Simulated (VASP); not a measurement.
N:

```
N
1.0
     5.81510    0.00000    0.00000
     0.00000    5.81510    0.00000
     0.00000    0.00000    5.81510
N
8
Direct
  0.04586 0.45414 0.54586
  0.45414 0.54586 0.04586
  0.54586 0.04586 0.45414
  0.95414 0.95414 0.95414
  0.93610 0.56390 0.43610
  0.56390 0.43610 0.93610
  0.43610 0.93610 0.56390
  0.06390 0.06390 0.06390
```

Base run:

| Property | Result |
| --- | --- |
| Program | VASP 6.6.1 |
| Functional | r2SCAN |
| Potentials or basis | VASP PAW PBE potentials, release 64 (N_h) |
| Cutoff | 910 eV |
| k mesh | 4 × 4 × 4 |
| Occupations | gaussian, width 0.01 eV |
| Spin | no spin polarisation |

Its results: band gap on the k mesh 8.18 eV (least direct gap 8.20 eV); pressure -2.4 GPa; largest force 1.819 eV/Å.

Task: The run is repeated on the same cell with these changes: functional from r2SCAN to LDA; potentials or basis from VASP PAW PBE potentials, release 64 (N_h) to VASP PAW LDA potentials, release 64 (N_h). What comes out?

Result: Band gap on the k mesh 7.30 eV (least direct gap 7.32 eV); pressure -2.4 GPa; largest force 1.411 eV/Å.

Caveats: the cutoff is under 1.25 times the usual one of these potentials, so pressure, stress and relaxed cells hold a basis-set (Pulay) error; the PAW data sets were made with another functional, which shifts forces and pressure a little (at least some runs); forces of over 1 eV/Å act on the atoms, so gaps and moduli don't describe the material at rest (at least some runs).

A k mesh can miss the band edges.
